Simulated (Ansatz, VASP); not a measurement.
# Na3TlC in VASP and in Ansatz

```
CELL_PARAMETERS angstrom
3.97157 0.00000 0.00000
0.00000 3.97157 0.00000
0.00000 0.00000 9.08948
ATOMIC_POSITIONS crystal
Na 0.50000 0.00000 0.93430
Na 0.00000 0.50000 0.93430
Na 0.00000 0.00000 0.30053
Tl 0.00000 0.00000 0.64672
C 0.50000 0.50000 0.76038
```

Alike in both runs: functional PBE; k mesh 4 × 4 × 4; occupations gaussian, width 0.1 eV; no spin polarisation.

Ansatz relaxed the structure, and its values are those at the end. VASP's run is a single point on that final structure, the one shown.

|  | VASP | Ansatz |
| --- | --- | --- |
| version | VASP 6.6.1 | Ansatz 0.2.0 |
| potentials or method | VASP PAW PBE potentials, release 64 (Na_pv, Tl_d, C), cutoff 520 eV | scalar-relativistic, plane waves, PAW |
| valence electrons in the cell | 38 | 44 |

Ansatz gave:

| Quantity | Value |
| --- | --- |
| gap on the k mesh at the Fermi level (eV) | none |
| pressure (GPa) | 0.0 |
| rms of the force components (eV/Å) | 0.008 |

Q: What did VASP give for the same quantities?

A: gap on the k mesh at the Fermi level (eV): none; pressure (GPa): 0.0; rms of the force components (eV/Å): 0.010.

A gap of «none» marks a metal or a gap that the smearing closes. With one functional, cell and mesh, what is left measures potentials, basis and numerics. VASP's potentials hold 38 valence electrons a cell and Ansatz's 44, so a difference there can come from the potentials and not from the codes.

The k mesh is coarse, so the values compare programs but aren't converged. Spin-orbit coupling is off throughout.
